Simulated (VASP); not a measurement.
The system is AlN.

```xyz
2
Lattice="0.0000 2.0353 2.0353 2.0353 0.0000 2.0353 2.0353 2.0353 0.0000" Properties=species:S:1:pos:R:3 pbc="T T T"
Al    0.0000    0.0000    0.0000
N     2.0353    2.0353    2.0353
```

| Quantity | Value |
| --- | --- |
| Program | VASP 6.6.1 |
| Task | relaxation of cell and atoms |
| Functional | PBEsol |
| Potentials or basis | VASP PAW PBE potentials, release 64 (Al, N) |
| Cutoff | 600 eV |
| k mesh | 10 × 10 × 10 |
| Occupations | fermi-dirac, width 0.02 eV |
| Spin | no spin polarisation |

At the start: pressure -5.0 GPa; volume 8.43 Å³/atom.

Q: Where does the relaxation end?

A: Over 3 steps the energy falls by 2.6 meV/atom and the volume is 8.27 Å³/atom (-1.9 %); space group Fm-3m (No. 225, to 0.05 Å).

Step by step:
```csv
step,energy change (eV),largest force (eV/Å),pressure (GPa),volume (Å³)
1,0.0000,0.0000,-5.00,16.86
2,-0.0004,0.0000,5.12,16.23
3,-0.0052,0.0000,-0.02,16.53
```

Final structure:
```
Al N
1.0
     0.00000    2.02196    2.02196
     2.02196    0.00000    2.02196
     2.02196    2.02196    0.00000
Al N
1 1
Direct
  0.00000 0.00000 0.00000
  0.50000 0.50000 0.50000
```

Caveat: the PAW data sets were made with another functional, which shifts forces and pressure a little.
